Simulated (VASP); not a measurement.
Al5GaP6:

```
CELL_PARAMETERS angstrom
3.71113 0.00000 0.00000
0.00000 3.71113 0.00000
0.00000 0.00000 15.74498
ATOMIC_POSITIONS crystal
Al 0.50000 0.50000 0.83333
Al 0.00000 0.00000 0.66667
Al 0.50000 0.50000 0.50000
Al 0.00000 0.00000 0.33333
Al 0.50000 0.50000 0.16667
Ga 0.00000 0.00000 0.00000
P 0.50000 0.00000 0.75000
P 0.00000 0.50000 0.58333
P 0.50000 0.00000 0.41667
P 0.00000 0.50000 0.25000
P 0.50000 0.00000 0.08333
P 0.00000 0.50000 0.91667
```

| Property | Result |
| --- | --- |
| Program | VASP 6.6.1 |
| Task | relaxation of cell and atoms |
| Functional | PBE |
| Potentials or basis | VASP PAW PBE potentials, release 64 (Al, Ga_d, P) |
| Cutoff | 600 eV |
| k mesh | 6 × 6 × 1 |
| Occupations | gaussian, width 0.1 eV |
| Spin | no spin polarisation |

At the start: pressure 15.9 GPa; volume 18.07 Å³/atom.

Problem. Where does the relaxation end?

Solution. Over 5 steps the energy falls by 122.4 meV/atom and the volume is 20.83 Å³/atom (+15.2 %); space group P-4m2 (No. 115, to 0.1 Å) before and after.

The path:
| step | energy change (eV) | largest force (eV/Å) | pressure (GPa) | volume (Å³) |
| --- | --- | --- | --- | --- |
| 1 | 0.0000 | 0.0407 | 15.87 | 216.85 |
| 2 | -0.8213 | 0.0960 | -6.84 | 278.01 |
| 3 | -1.4686 | 0.0658 | -0.07 | 250.60 |
| 4 | -1.4684 | 0.0650 | 0.17 | 249.89 |
| 5 | -1.4687 | 0.0225 | 0.16 | 249.90 |

Final structure:
```xyz
12
Lattice="3.8921 0.0000 0.0000 0.0000 3.8921 0.0000 0.0000 0.0000 16.4964" Properties=species:S:1:pos:R:3 pbc="T T T"
Al    1.9461    1.9461   13.7487
Al    3.8921    3.8921   10.9978
Al    1.9461    1.9461    8.2482
Al    3.8921    3.8921    5.4986
Al    1.9461    1.9461    2.7477
Ga    3.8921    3.8921    0.0000
P     1.9461    3.8921   12.3731
P     0.0000    1.9461    9.6228
P     1.9461    3.8921    6.8735
P     3.8921    1.9461    4.1233
P     1.9461    3.8921    1.3788
P     0.0000    1.9461   15.1176
```

Caveat: the volume moved by over 15 % at a fixed basis, so the end points are rough; an odd mesh through Γ misses points on the zone boundary, where band edges can lie.
